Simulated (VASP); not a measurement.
PtS2:

```xyz
6
Lattice="-2.3580 2.3580 5.9316 2.3580 -2.3580 5.9316 2.3580 2.3580 -5.9316" Properties=species:S:1:pos:R:3 pbc="T T T"
Pt    0.0000    2.3580    2.9658
Pt    0.0000    0.0000    0.0000
S     0.0000    2.3580    0.6223
S     0.0000    0.0000    9.5197
S     0.0000    0.0000    2.3435
S     0.0000    2.3580    5.3093
```

```yaml
Program: VASP 6.6.1
Task: relaxation of cell and atoms
Functional: LDA
Potentials_or_basis: VASP PAW LDA potentials, release 64 (Pt, S)
Cutoff: 600 eV
k_mesh: 8 × 8 × 8
Occupations: fermi-dirac, width 0.02 eV
Spin: no spin polarisation
```

At the start: pressure -5.8 GPa; volume 21.99 Å³/atom.

Task: Where does the relaxation end?

Result: Over 9 steps the energy falls by 23.3 meV/atom and the volume is 20.74 Å³/atom (-5.7 %); space group I4_1/amd (No. 141, to 0.1 Å) before and after.

Step by step:
```tsv
step	energy change (eV)	largest force (eV/Å)	pressure (GPa)	volume (Å³)
1	0.0000	0.2335	-5.83	131.93
2	0.1537	1.1449	10.22	117.22
3	-0.1243	0.2323	-0.41	125.71
4	-0.1244	0.2428	-0.27	125.58
5	-0.1391	0.0426	0.16	124.07
6	-0.1398	0.0038	0.07	124.33
7	-0.1398	0.0085	0.05	124.36
8	-0.1398	0.0035	-0.11	124.50
9	-0.1398	0.0028	-0.01	124.42
```

Final structure:
```xyz
6
Lattice="-2.3055 2.3055 5.8522 2.3055 -2.3055 5.8522 2.3055 2.3055 -5.8522" Properties=species:S:1:pos:R:3 pbc="T T T"
Pt    0.0000    2.3055    2.9261
Pt    0.0000    0.0000    0.0000
S     0.0000    2.3055    0.6105
S     0.0000    0.0000    9.3888
S     0.0000    0.0000    2.3157
S     0.0000    2.3055    5.2418
```
